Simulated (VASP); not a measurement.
# Sb (R-3m) in VASP: settings compared

Aim: see how the results for Sb move with the level of theory and the settings. Levels: PBE+D3(BJ), PBEsol. Tasks: single point.

All numbers are computed with VASP 6.6.1; they aren't measurements. Logs are shortened: lines on timing, memory, paths and dates and some standing lists are left out, and cuts for length are marked.

### Step 1. The cell of the first run

It takes space group R-3m (No. 166, trigonal). The conventional cell has a = 4.308 Å, b = 4.308 Å, c = 11.274 Å, α = 90.00°, β = 90.00°, γ = 120.00°. Within 3.8 Å of Sb (site symmetry 3m) lie 6 Sb at 2.91 to 3.35 Å.

### Step 2. Single point, PBE+D3(BJ)

INCAR

```
  PREC = Accurate
  ENCUT = 520
  EDIFF = 1E-7
  ISMEAR = 0
  SIGMA = 0.1
  LREAL = F
  LASPH = T
  NELM = 60
  ALGO = Normal
  ISIF = 2
  LWAVE = F
  LCHARG = T
  GGA = PE
  IVDW = 12
  LELF = T
  LVHAR = T
  NBANDS = 12
```

KPOINTS

```
regular mesh
0
Gamma
  6 6 6
```

POSCAR

```
Sb
1.0
    2.1542000000      1.2437279499      3.7580000000
   -2.1542000000      1.2437279499      3.7580000000
    0.0000000000     -2.4874558998      3.7580000000
Sb
2
Direct
    0.2334900000      0.2334900000      0.2334900000
    0.7665100000      0.7665100000      0.7665100000
```

Potentials or basis: VASP PAW PBE potentials, release 64 (Sb).

Started as:

```
cat potpaw_PBE.64/Sb/POTCAR > POTCAR
mpirun -np 1 vasp_std > vasp.out
```

OUTCAR:

```text
PREC = Accurate
   ENCUT = 520
   EDIFF = 1E-7
   ISMEAR = 0
   LREAL = F
   LASPH = T
   NELM = 60
   ISIF = 2
   GGA = PE
   IVDW = 12
 IVDW          = 12

 ion  position               nearest neighbor table
   1  0.233  0.233  0.233-   2 2.91   2 2.91   2 2.91   2 3.35   2 3.35   2 3.35
   2  0.767  0.767  0.767-   1 2.91   1 2.91   1 2.91   1 3.35   1 3.35   1 3.35

  LATTYP: Found a trigonal (rhomboedric) cell.
 ALAT       =     4.5066618304
 COS(alpha) =     0.5430253624

  Lattice vectors:

 A1 = (   2.1542000000,   1.2437279499,   3.7580000000)
 A2 = (  -2.1542000000,   1.2437279499,   3.7580000000)
 A3 = (   0.0000000000,  -2.4874558998,   3.7580000000)

Analysis of symmetry for initial positions (statically):
=====================================================================
 Subroutine PRICEL returns:
 Original cell was already a primitive cell.

 Routine SETGRP: Setting up the symmetry group for a
 trigonal (rhombohedral) supercell.

 Subroutine GETGRP returns: Found 12 space group operations
 (whereof 12 operations were pure point group operations)
 out of a pool of 12 trial point group operations.

The static configuration has the point symmetry D_3d.

Analysis of symmetry for dynamics (positions and initial velocities):
=====================================================================
 Subroutine PRICEL returns:
 Original cell was already a primitive cell.

 Routine SETGRP: Setting up the symmetry group for a
 trigonal (rhombohedral) supercell.

 Subroutine GETGRP returns: Found 12 space group operations
 (whereof 12 operations were pure point group operations)
 out of a pool of 12 trial point group operations.

The dynamic configuration has the point symmetry D_3d.

 Subroutine INISYM returns: Found 12 space group operations
 (whereof 12 operations are pure point group operations),
 and found     1 'primitive' translations

----------------------------------------------------------------------------------------

                                     Primitive cell

  volume of cell :      60.4115

  direct lattice vectors                    reciprocal lattice vectors
     2.154200000  1.243727950  3.758000000     0.232104726  0.134005726  0.088699663
    -2.154200000  1.243727950  3.758000000    -0.232104726  0.134005726  0.088699663
     0.000000000 -2.487455900  3.758000000     0.000000000 -0.268011452  0.088699663

  length of vectors
     4.506661830  4.506661830  4.506661830     0.282307932  0.282307932  0.282307932

  position of ions in fractional coordinates (direct lattice)
     0.233490000  0.233490000  0.233490000
     0.766510000  0.766510000  0.766510000

  ion indices of the primitive-cell ions
   primitive index   ion index
                 1           1
                 2           2

----------------------------------------------------------------------------------------

 KPOINTS: regular mesh

Automatic generation of k-mesh.
 Grid dimensions read from file:
 generate k-points for:    6    6    6

 Generating k-lattice:

  Cartesian coordinates                     Fractional coordinates (reciprocal lattice)
     0.038684121  0.022334288  0.014783277     0.166666667  0.000000000  0.000000000
    -0.038684121  0.022334288  0.014783277     0.000000000  0.166666667  0.000000000
     0.000000000 -0.044668575  0.014783277     0.000000000  0.000000000  0.166666667

  Length of vectors
     0.047051322  0.047051322  0.047051322

  Shift w.r.t. Gamma in fractional coordinates (k-lattice)
     0.000000000  0.000000000  0.000000000

 Subroutine IBZKPT returns following result:
 ===========================================

 Found     32 irreducible k-points:

 Following reciprocal coordinates:
            Coordinates               Weight
  0.000000  0.000000  0.000000      1.000000
  0.166667 -0.000000 -0.000000      6.000000
  0.333333 -0.000000 -0.000000      6.000000
  0.500000 -0.000000  0.000000      3.000000
  0.166667  0.166667 -0.000000      6.000000
  0.333333  0.166667  0.000000     12.000000
[... 16 lines left out ...]
  0.500000  0.500000  0.166667      6.000000
 -0.333333  0.500000  0.166667     12.000000
 [... further k-points ...]
   k-points           NKPTS =     32   k-points in BZ     NKDIM =     32   number of bands    NBANDS=     12
   number of dos      NEDOS =    301   number of ions     NIONS =      2
   total plane-waves  NPLWV =  46656
   dimension x,y,z NGX =    36 NGY =   36 NGZ =   36
   dimension x,y,z NGXF=    72 NGYF=   72 NGZF=   72
   ions per type =               2
   NGX,Y,Z   is equivalent  to a cutoff of  13.28, 13.28, 13.28 a.u.
   NGXF,Y,Z  is equivalent  to a cutoff of  26.56, 26.56, 26.56 a.u.
 SYSTEM =  unknown system
   PREC   = accura    normal or accurate (medium, high low for compatibility)
   ISTART =      0    job   : 0-new  1-cont  2-samecut
   ICHARG =      2    charge: 1-file 2-atom 10-const
   ISPIN  =      1    spin polarized calculation?
   LNONCOLLINEAR =      F non collinear calculations
   LSORBIT =      F    spin-orbit coupling
   LASPH  =      T    aspherical Exc in radial PAW
   ENCUT  =  520.0 eV  38.22 Ry    6.18 a.u.   8.38  8.38  8.38*2*pi/ulx,y,z
   NELM   =     60;   NELMIN=  2; NELMDL= -5     # of ELM steps
   EDIFF  = 0.1E-06   stopping-criterion for ELM
   LREAL  =      F    real-space projection
   EDIFFG = 0.1E-05   stopping-criterion for IOM
   NSW    =      0    number of steps for IOM
   IBRION =     -1    ionic relax: 0-MD 1-quasi-New 2-CG
   NFREE  =      0    steps in history (QN), initial steepest desc. (CG)
   ISIF   =      2    stress and relaxation
   ISYM   =      2    0-nonsym 1-usesym 2-fastsym
   POTIM  = 0.5000    time-step for ionic-motion
   TEBEG  =    0.0;   TEEND  =   0.0 temperature during run
   PSTRESS=    0.0 pullay stress
   NELECT =      10.0000    total number of electrons
   NUPDOWN=      -1.0000    fix difference up-down
   EMIN   =  10.00;   EMAX   =-10.00  energy-range for DOS
   EFERMI =   0.00;   METHOD = LEGACY
   ISMEAR =     0;   SIGMA  =   0.10  broadening in eV -4-tet -1-fermi 0-gaus
   EFERMI_NEDOS =   21; number of points for ismear=-14 and -15
   IALGO  =     38    algorithm
   IMIX   =      4    mixing-type and parameters
     AMIX     =   0.40;   BMIX     =  1.00
     AMIX_MAG =   1.60;   BMIX_MAG =  1.00
  volume/ion in A,a.u.               =      30.21       203.84
  Fermi-wavevector in a.u.,A,eV,Ry     =   0.898880  1.698637 10.993305  0.807985
  Thomas-Fermi vector in A             =   2.021644
   LORBIT       =      0    0 simple, 1 ext, 2 COOP (PROOUT), +10 PAW based schemes
   GGA     = PE    functional components
   LHFCALC =     F    Hartree Fock is set to
   AEXX    =    0.0000 exact exchange contribution
   IVDW    =    12    specifies the selected vdW correction
   LEPSILON=     F    determine dielectric tensor
   LRPA    =     F    only Hartree local field effects (RPA)
 non-spin polarized calculation
 Gauss-broadening in eV      SIGMA  =   0.10
  energy-cutoff  :      520.00
  volume of cell :       60.41
 maximum number of plane-waves:      1639
 NGX is ok and might be reduce to    36
   NGX = 17   NGY = 17   NGZ = 17

 number of electron      10.0000000 magnetization

 Free energy of the ion-electron system (eV)
  ---------------------------------------------------
  ext. energy  EPLUGINS =         0.00000000
  ---------------------------------------------------
  free energy    TOTEN  =        -8.26903237 eV

  energy without entropy =       -8.26708280  energy(sigma->0) =       -8.26805759

 E-fermi :   7.3401     XC(G=0):  -9.5312

 val. band max:        7.0812388875   @ k =   0.5000  -0.0000   0.0000
 cond. band min:       7.3501625545   @ k =   0.3333   0.1667   0.1667
 fundamental gap:      0.2689236670
 Fermi energy:         7.3400978961

 k-point     1 :       0.0000    0.0000    0.0000
  band No.  band energies     occupation
      1      -5.4368      2.00000
      2       2.4900      2.00000
      3       5.2189      2.00000
      4       5.4861      2.00000
      5       5.4861      2.00000
      6       9.3541      0.00000
      7       9.9831      0.00000
      8       9.9831      0.00000
      9      12.3674      0.00000
     10      12.3674      0.00000
     11      12.5242      0.00000
     12      13.8736      0.00000

 k-point     2 :       0.1667   -0.0000   -0.0000
  band No.  band energies     occupation
      1      -5.1307      2.00000
      2       1.3072      2.00000
      3       5.2607      2.00000
      4       5.4206      2.00000
      5       5.9195      2.00000
      6       9.0725      0.00000
      7       9.2802      0.00000
      8       9.3206      0.00000
      9      11.8180      0.00000
     10      12.3219      0.00000
     11      12.6479      0.00000
     12      15.5933      0.00000

 k-point     3 :       0.3333   -0.0000   -0.0000
  band No.  band energies     occupation
      1      -4.2313      2.00000
      2      -0.7450      2.00000
      3       5.3358      2.00000
      4       5.3466      2.00000
      5       6.4594      2.00000
      6       7.9745      0.00000
      7       8.0626      0.00000
      8       8.2468      0.00000
      9      12.9316      0.00000
     10      13.7103      0.00000
     11      14.2269      0.00000
     12      17.8290      0.00000
[... 286 lines left out ...]
 k-point    23 :       0.5000    0.5000    0.1667
  band No.  band energies     occupation
      1      -3.3688      2.00000
      2      -0.8332      2.00000
      3       2.1519      2.00000
      4       3.9582      2.00000
      5       4.3471      2.00000
      6       9.4913      0.00000
      7      11.0629      0.00000
      8      12.0458      0.00000
      9      13.0028      0.00000
     10      16.1216      0.00000
     11      16.4210      0.00000
     12      16.9486      0.00000

 k-point    24 :      -0.3333    0.5000    0.1667
  band No.  band energies     occupation
      1      -2.7785      2.00000
      2      -1.4054      2.00000
      3       1.9742      2.00000
      4       2.8651      2.00000
      5       5.4460      2.00000
      6       9.2220      0.00000
      7      10.5672      0.00000
      8      12.9451      0.00000
      9      13.2291      0.00000
     10      14.3283      0.00000
     11      17.0536      0.00000
     12      17.9084      0.00000

 [... further k-points ...]

------------------------ aborting loop because EDIFF is reached ----------------------------------------

 Edisp (eV)   -0.94507

 E8    (eV) :    -0.4410

  FORCE on cell =-STRESS in cart. coord.  units (eV):
  Direction    XX          YY          ZZ          XY          YZ          ZX
  --------------------------------------------------------------------------------------
  -------------------------------------------------------------------------------------
  Total       0.13768     0.13768    -0.01070     0.00000     0.00000     0.00000
  in kB       3.65145     3.65145    -0.28382     0.00000     0.00000     0.00000
  external pressure =        2.34 kB  Pullay stress =        0.00 kB

 VOLUME and BASIS-vectors are now :
 -----------------------------------------------------------------------------
  energy-cutoff  :      520.00
  volume of cell :       60.41
      direct lattice vectors                 reciprocal lattice vectors
     2.154200000  1.243727950  3.758000000     0.232104726  0.134005726  0.088699663
    -2.154200000  1.243727950  3.758000000    -0.232104726  0.134005726  0.088699663
     0.000000000 -2.487455900  3.758000000     0.000000000 -0.268011452  0.088699663

 POSITION                                       TOTAL-FORCE (eV/Angst)
 -----------------------------------------------------------------------------------
      0.00000      0.00000      2.63237         0.000000      0.000000      0.109911
      0.00000      0.00000      8.64163         0.000000     -0.000000     -0.109911
 -----------------------------------------------------------------------------------
    total drift:                                0.000000     -0.000000     -0.000000

  FREE ENERGIE OF THE ION-ELECTRON SYSTEM (eV)
  ---------------------------------------------------
  free  energy   TOTEN  =        -9.2141062258 eV

  energy  without entropy=       -9.2121566575  energy(sigma->0) =       -9.21313144
```

It took 9.4 s on 1 thread of Intel Xeon 6975P-C (Granite Rapids), shared host; peak memory 0.2 GiB.

What came out:

| Item | Value |
| --- | --- |
| Free energy | -9.2141 eV |
| Pressure | 0.2 GPa |
| Largest force | 0.110 eV/Å |
| Band gap on the k mesh | zero (band 5 reaches 7.35 eV, above the bottom of band 6 at 7.08 eV) |
| Dispersion energy per atom | -0.473 eV |

Forces in eV/Å, atoms in the order of the input:
```
Sb   0.000  0.000  0.110
Sb   0.000  0.000 -0.110
```

Levels at points of the mesh, in eV from the Fermi level:
```tsv
k point	band 2	band 3	band 4	band 5	band 6	band 7	band 8	band 9
(0.00, 0.00, 0.00)	-4.85	-2.12	-1.85	-1.85	2.01	2.64	2.64	5.03
(0.50, 0.00, 0.00)	-9.69	-2.00	-1.88	-0.34	-0.26	0.14	0.45	7.51
(0.50, 0.50, 0.00)	-8.05	-5.49	-3.81	-3.72	1.47	4.89	5.47	6.89
(0.50, 0.50, 0.50)	-9.03	-1.37	-1.37	-0.53	0.08	0.08	1.07	6.94
```

Caveat: spin-orbit coupling is left out, which moves the levels of the heavy elements; pairwise dispersion overbinds metals, which lowers pressure and volume.

### Step 3. Single point, PBE+D3(BJ)

This run uses another cell than the first one, of 29.78 Å³/atom, 0.986 times its volume.

INCAR

```
  PREC = Accurate
  ENCUT = 520
  EDIFF = 1E-7
  ISMEAR = 0
  SIGMA = 0.1
  LREAL = F
  LASPH = T
  NELM = 80
  ALGO = Normal
  ISIF = 2
  LWAVE = F
  LCHARG = F
  GGA = PE
  IVDW = 12
  NBANDS = 12
```

KPOINTS

```
Automatic mesh
0
Gamma
  12 12 12
```

POSCAR

```
Sb
1.0
    2.1616083304      1.2480051515      3.6796745313
   -2.1616083304      1.2480051515      3.6796745313
    0.0000000000     -2.4960103029      3.6796745313
Sb
2
Direct
    0.2361487230      0.2361487230      0.2361487230
    0.7638512770      0.7638512770      0.7638512770
```

Potentials or basis: VASP PAW PBE potentials, release 64 (Sb).

Started as:

```
cat potpaw_PBE.64/Sb/POTCAR > POTCAR
mpirun -np 1 vasp_std > vasp.out
```

Wall time 38 s (1 thread of Intel Xeon 6975P-C (Granite Rapids), shared host); peak memory 0.28 GiB.

The run converged. Its results:

```
Free energy                : -9.2048 eV
Pressure                   : 0.1 GPa
Largest force              : 0.043 eV/Å
Band gap on the k mesh     : zero (band 5 reaches 7.50 eV, above the bottom of band 6 at 7.26 eV)
Dispersion energy per atom : -0.480 eV
```

Forces on the atoms (eV/Å):
```
Sb   0.000  0.000  0.043
Sb   0.000  0.000 -0.043
```

Levels at points of the mesh, in eV from the Fermi level:
```
           k point  band 1  band 2  band 3  band 4  band 5  band 6  band 7  band 8  band 9  band 10
(0.00, 0.00, 0.00)  -12.70   -4.65   -1.93   -1.79   -1.79    2.38    2.87    2.87    4.98     4.98
(0.50, 0.00, 0.00)  -10.28   -9.67   -1.72   -1.54   -0.27   -0.12    0.28    0.33    7.92     8.57
(0.50, 0.50, 0.00)  -10.29   -7.84   -5.53   -3.73   -3.69    1.66    5.11    5.52    7.18     8.82
(0.50, 0.50, 0.50)  -10.95   -9.10   -1.22   -1.22   -0.41   -0.01   -0.01    0.99    7.37     8.85
```

Caveat: spin-orbit coupling is left out, which moves the levels of the heavy elements; pairwise dispersion overbinds metals, which lowers pressure and volume.

(Part 1 of 2 ends here.)
